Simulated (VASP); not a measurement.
Fe2Pt, 6 atoms in the cell. It takes space group P6_3/mmc (No. 194, hexagonal). The conventional cell has a = 2.665 Å, b = 2.665 Å, c = 12.603 Å, α = 90.00°, β = 90.00°, γ = 120.00°. Within 3.4 Å of Fe (site symmetry 3m) lie 9 Fe at 2.60 to 2.67 Å and 3 Pt at 2.60 Å. Within 3.4 Å of Pt (site symmetry -6m2) lie 6 Fe at 2.60 Å and 6 Pt at 2.67 Å. 

```yaml
Program: VASP 6.6.1
Task: single point
Functional: PBE
Potentials_or_basis: VASP PAW PBE potentials, release 64 (Fe, Pt)
Cutoff: 520 eV
k_mesh: 6 × 6 × 2
Occupations: gaussian, width 0.1 eV
Spin: collinear spin, ferromagnetic start
Starting_moments: "[4.0, 4.0, 4.0, 4.0, 0.0, 0.0] μB"
Dipole_correction: no
Further_INCAR_settings: ALGO = Normal; EDIFF = 1e-07; NBANDS = 39
```

Potentials or basis: VASP PAW PBE potentials, release 64 (Fe, Pt).

Launch:

```bash
$ cat potpaw_PBE.64/Fe/POTCAR potpaw_PBE.64/Pt/POTCAR > POTCAR
$ mpirun -np 1 vasp_std > vasp.out
```

Hardware: 1 thread of Intel Xeon 8259CL (shared host).

How long does it take, and how much memory?

Wall time 4.4 min on 1 thread of Intel Xeon 8259CL, on a shared host, peak memory 0.25 GiB. Counts: scf iterations 20, k points 14.
